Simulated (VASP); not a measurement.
# CaSnCl6 (Fm-3m) in VASP: single point with PBEsol

Aim: the single point of CaSnCl6 with PBEsol.

Everything below comes from runs of VASP 6.6.1. Logs are shortened: lines on timing, memory, paths and dates and some standing lists are left out, and cuts for length are marked.

### 1 The cell of the first run

Symmetry: Fm-3m, No. 225, cubic system. Conventional cell: a = 10.277 Å, b = 10.277 Å, c = 10.277 Å, α = 90.00°, β = 90.00°, γ = 90.00°. Ca (site symmetry m-3m) has 6 Cl at 2.70 Å within 3.6 Å. Sn (site symmetry m-3m) has 6 Cl at 2.44 Å within 3.2 Å. Cl (site symmetry 4mm) has 1 Sn at 2.44 Å and 1 Ca at 2.70 Å within 3.2 Å.

### 2 Single point, PBEsol

INCAR

```
SYSTEM = CaSnCl6
PREC = Accurate
ENCUT = 520
EDIFF = 1E-6
ISMEAR = -1
SIGMA = 0.03
LREAL = .False.
LASPH = .True.
NELM = 100
ALGO = Normal
ISIF = 2
LWAVE = .False.
LCHARG = .False.
GGA = PS
NBANDS = 43
```

KPOINTS

```
regular mesh
0
Gamma
  4 4 4
  0 0 0
```

POSCAR

```
CaSnCl6
1.0
    0.0000000000      5.1385021977      5.1385021977
    5.1385021977      0.0000000000      5.1385021977
    5.1385021977      5.1385021977      0.0000000000
Ca Sn Cl
1 1 6
Direct
    0.5000000000      0.5000000000      0.5000000000
    0.0000000000      0.0000000000      0.0000000000
    0.7628369190      0.2371630810      0.2371630810
    0.2371630810      0.7628369190      0.7628369190
    0.2371630810      0.7628369190      0.2371630810
    0.7628369190      0.2371630810      0.7628369190
    0.2371630810      0.2371630810      0.7628369190
    0.7628369190      0.7628369190      0.2371630810
```

Potentials or basis: VASP PAW PBE potentials, release 64 (Ca_sv, Sn_d, Cl).

Run with:

```console
> cat potpaw_PBE.64/Ca_sv/POTCAR potpaw_PBE.64/Sn_d/POTCAR potpaw_PBE.64/Cl/POTCAR > POTCAR
> mpirun -np 1 vasp_std > vasp.out
```

OUTCAR:

```text
SYSTEM = CaSnCl6
   PREC = Accurate
   ENCUT = 520
   EDIFF = 1E-6
   ISMEAR = -1
   LREAL = .False.
   LASPH = .True.
   NELM = 100
   ISIF = 2
   GGA = PS

 ion  position               nearest neighbor table
   1  0.500  0.500  0.500-   3 2.70   4 2.70   5 2.70   6 2.70   7 2.70   8 2.70
   2  0.000  0.000  0.000-   3 2.44   4 2.44   5 2.44   6 2.44   7 2.44   8 2.44
   3  0.763  0.237  0.237-   2 2.44   1 2.70
   4  0.237  0.763  0.763-   2 2.44   1 2.70
   5  0.237  0.763  0.237-   2 2.44   1 2.70
   6  0.763  0.237  0.763-   2 2.44   1 2.70
   7  0.237  0.237  0.763-   2 2.44   1 2.70
   8  0.763  0.763  0.237-   2 2.44   1 2.70

  LATTYP: Found a face centered cubic cell.
 ALAT       =    10.2770043954

  Lattice vectors:

 A1 = (   0.0000000000,   5.1385021977,   5.1385021977)
 A2 = (   5.1385021977,   0.0000000000,   5.1385021977)
 A3 = (   5.1385021977,   5.1385021977,   0.0000000000)

Analysis of symmetry for initial positions (statically):
=====================================================================
 Subroutine PRICEL returns:
 Original cell was already a primitive cell.

 Routine SETGRP: Setting up the symmetry group for a
 face centered cubic supercell.

 Subroutine GETGRP returns: Found 48 space group operations
 (whereof 48 operations were pure point group operations)
 out of a pool of 48 trial point group operations.

The static configuration has the point symmetry O_h .

Analysis of symmetry for dynamics (positions and initial velocities):
=====================================================================
 Subroutine PRICEL returns:
 Original cell was already a primitive cell.

 Routine SETGRP: Setting up the symmetry group for a
 face centered cubic supercell.

 Subroutine GETGRP returns: Found 48 space group operations
 (whereof 48 operations were pure point group operations)
 out of a pool of 48 trial point group operations.

The dynamic configuration has the point symmetry O_h .

 Subroutine INISYM returns: Found 48 space group operations
 (whereof 48 operations are pure point group operations),
 and found     1 'primitive' translations

----------------------------------------------------------------------------------------

                                     Primitive cell

[... 86 lines left out ...]
   LREAL  =      F    real-space projection
   EDIFFG = 0.1E-04   stopping-criterion for IOM
   NSW    =      0    number of steps for IOM
   IBRION =     -1    ionic relax: 0-MD 1-quasi-New 2-CG
   NFREE  =      0    steps in history (QN), initial steepest desc. (CG)
   ISIF   =      2    stress and relaxation
   ISYM   =      2    0-nonsym 1-usesym 2-fastsym
   POTIM  = 0.5000    time-step for ionic-motion
   TEBEG  =    0.0;   TEEND  =   0.0 temperature during run
   PSTRESS=    0.0 pullay stress
   NELECT =      66.0000    total number of electrons
   NUPDOWN=      -1.0000    fix difference up-down
   EMIN   =  10.00;   EMAX   =-10.00  energy-range for DOS
   EFERMI =   0.00;   METHOD = LEGACY
   ISMEAR =    -1;   SIGMA  =   0.03  broadening in eV -4-tet -1-fermi 0-gaus
   EFERMI_NEDOS =   21; number of points for ismear=-14 and -15
   IALGO  =     38    algorithm
   IMIX   =      4    mixing-type and parameters
     AMIX     =   0.40;   BMIX     =  1.00
     AMIX_MAG =   1.60;   BMIX_MAG =  1.00
  volume/ion in A,a.u.               =      33.92       228.90
  Fermi-wavevector in a.u.,A,eV,Ry     =   1.021903  1.931116 14.208365  1.044285
  Thomas-Fermi vector in A             =   2.155553
   LORBIT       =      0    0 simple, 1 ext, 2 COOP (PROOUT), +10 PAW based schemes
   GGA     = PS    functional components
   LHFCALC =     F    Hartree Fock is set to
   AEXX    =    0.0000 exact exchange contribution
   IVDW    =     0    specifies the selected vdW correction
   LEPSILON=     F    determine dielectric tensor
   LRPA    =     F    only Hartree local field effects (RPA)
 non-spin polarized calculation
  energy-cutoff  :      520.00
  volume of cell :      271.36
 maximum number of plane-waves:      7391
   NGX = 27   NGY = 27   NGZ = 27

 number of electron      66.0000004 magnetization

 Free energy of the ion-electron system (eV)
  ---------------------------------------------------
  ext. energy  EPLUGINS =         0.00000000
  ---------------------------------------------------
  free energy    TOTEN  =       -29.15949091 eV

  energy without entropy =      -29.15949091  energy(sigma->0) =      -29.15949091

 E-fermi :  -0.6463     XC(G=0):  -7.1664

 val. band max:       -1.3702587942   @ k =   0.0000   0.0000   0.0000
 cond. band min:       0.4339059848   @ k =   0.0000   0.0000   0.0000
 fundamental gap:      1.8041647790
 Fermi energy:        -0.6463415568

 k-point     1 :       0.0000    0.0000    0.0000
  band No.  band energies     occupation
      1     -40.3485      2.00000
      2     -22.2317      2.00000
      3     -22.2317      2.00000
      4     -22.0563      2.00000
      5     -22.0563      2.00000
      6     -22.0563      2.00000
[... 357 lines left out ...]
     42       6.4640      0.00000
     43       7.1427      0.00000

------------------------ aborting loop because EDIFF is reached ----------------------------------------

  FORCE on cell =-STRESS in cart. coord.  units (eV):
  Direction    XX          YY          ZZ          XY          YZ          ZX
  --------------------------------------------------------------------------------------
  -------------------------------------------------------------------------------------
  Total       -0.0036876     -0.0036876     -0.0036876      0.0000000      0.0000000      0.0000000
  in kB       -0.0217726     -0.0217726     -0.0217726      0.0000000      0.0000000      0.0000000
  external PRESSURE =      -0.0217726 kB  Pullay stress =       0.0000000 kB

 VOLUME and BASIS-vectors are now :
 -----------------------------------------------------------------------------
  energy-cutoff  :      520.00
  volume of cell :      271.36
      direct lattice vectors                 reciprocal lattice vectors
     0.000000000  5.138502198  5.138502198    -0.097304619  0.097304619  0.097304619
     5.138502198  0.000000000  5.138502198     0.097304619 -0.097304619  0.097304619
     5.138502198  5.138502198  0.000000000     0.097304619  0.097304619 -0.097304619

 POSITION                                       TOTAL-FORCE (eV/Angst)
 -----------------------------------------------------------------------------------
      5.13850      5.13850      5.13850         0.000000      0.000000      0.000000
      0.00000      0.00000      0.00000         0.000000      0.000000      0.000000
      2.43733      5.13850      5.13850        -0.019065      0.000000      0.000000
      7.83968      5.13850      5.13850         0.019065      0.000000      0.000000
      5.13850      2.43733      5.13850         0.000000     -0.019065      0.000000
      5.13850      7.83968      5.13850         0.000000      0.019065      0.000000
      5.13850      5.13850      2.43733         0.000000      0.000000     -0.019065
      5.13850      5.13850      7.83968         0.000000      0.000000      0.019065
 -----------------------------------------------------------------------------------
    total drift:                               -0.000000     -0.000000      0.000000

  FREE ENERGIE OF THE ION-ELECTRON SYSTEM (eV)
  ---------------------------------------------------
  free  energy   TOTEN  =       -29.1594909098 eV

  energy  without entropy=      -29.1594909098  energy(sigma->0) =      -29.15949091
```

OSZICAR:

```text
N       E                     dE             d eps       ncg     rms          rms(c)
DAV:   1     0.667959629555E+03    0.66796E+03   -0.28966E+04   688   0.144E+03
DAV:   2     0.620188136196E+02   -0.60594E+03   -0.58291E+03   816   0.354E+02
DAV:   3    -0.252787196458E+02   -0.87298E+02   -0.86105E+02   878   0.145E+02
DAV:   4    -0.301036546929E+02   -0.48249E+01   -0.47928E+01   992   0.369E+01
DAV:   5    -0.303666100857E+02   -0.26296E+00   -0.26244E+00  1192   0.673E+00    0.898E+00
DAV:   6    -0.292062177904E+02    0.11604E+01   -0.24576E+00   970   0.130E+01    0.667E+00
DAV:   7    -0.291545823498E+02    0.51635E-01   -0.62428E-01   960   0.448E+00    0.266E+00
DAV:   8    -0.291566056434E+02   -0.20233E-02   -0.65054E-02   919   0.165E+00    0.690E-01
DAV:   9    -0.291589615304E+02   -0.23559E-02   -0.88021E-03  1088   0.594E-01    0.131E-01
DAV:  10    -0.291593134560E+02   -0.35193E-03   -0.79350E-04  1085   0.164E-01    0.743E-02
DAV:  11    -0.291594896901E+02   -0.17623E-03   -0.21882E-04  1052   0.697E-02    0.184E-02
DAV:  12    -0.291594881556E+02    0.15345E-05   -0.23961E-05   960   0.292E-02    0.129E-02
DAV:  13    -0.291594914300E+02   -0.32744E-05   -0.85433E-06   791   0.140E-02    0.258E-03
DAV:  14    -0.291594909098E+02    0.52020E-06   -0.42949E-07   552   0.387E-03
   1 F= -.29159491E+02 E0= -.29159491E+02  d E =-.953356E-11
```

It took 64 s on 1 thread of AMD EPYC 9R45 (Zen 5), shared host; peak memory 0.41 GiB.

Results:

| Quantity | Value |
| --- | --- |
| Free energy | -29.1595 eV |
| Pressure | 0.0 GPa |
| Largest force | 0.019 eV/Å |
| Band gap on the k mesh | 1.80 eV, direct |

Forces in eV/Å, atoms in the order of the input:
```
Ca   0.000  0.000  0.000
Sn   0.000  0.000  0.000
Cl  -0.019  0.000  0.000
Cl   0.019  0.000  0.000
Cl   0.000 -0.019  0.000
Cl   0.000  0.019  0.000
Cl   0.000  0.000 -0.019
Cl   0.000  0.000  0.019
```

Caveat: the PAW data sets were made with another functional, which shifts forces and pressure a little; spin-orbit coupling is left out, which moves the levels of the heavy elements.
